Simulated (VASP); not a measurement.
Runs of VASP 6.6.1 on C. The structure is that of space group I4_1/amd (No. 141), or close to it. The cells are those of the table. 

| cell | gap on the mesh (eV) | pressure (GPa) |
| --- | --- | --- |
| a = 2.521, b = 2.521, c = 2.643 Å, angles 58.4, 58.4, 63.2°, 2 atoms | 1.78 | (b) |
| a = 2.581, b = 2.581, c = 2.643 Å, angles 59.2, 59.2, 61.6°, 2 atoms | 2.93 | (a) |
| a = 2.551, b = 2.551, c = 2.643 Å, angles 58.8, 58.8, 62.4°, 2 atoms | 2.36 | (c) |
| a = 2.518, b = 2.518, c = 2.580 Å, angles 59.2, 59.2, 61.6°, 2 atoms | 3.01 | -9.3 |
| a = 2.488, b = 2.488, c = 2.580 Å, angles 58.8, 58.8, 62.5°, 2 atoms | 2.40 | 2.2 |

Alike in all rows: task single point; level r2SCAN; potentials or basis VASP PAW PBE potentials, release 64 (C); no spin polarisation; k mesh 12 × 12 × 12; cutoff (eV) 520; smearing gaussian 0.05 eV.

Fill in the values left out.

(a) -35.8; (b) -17.8; (c) -27.4.

Caveats: the PAW data sets were made with another functional, which shifts forces and pressure a little.

A k mesh can miss the band edges.
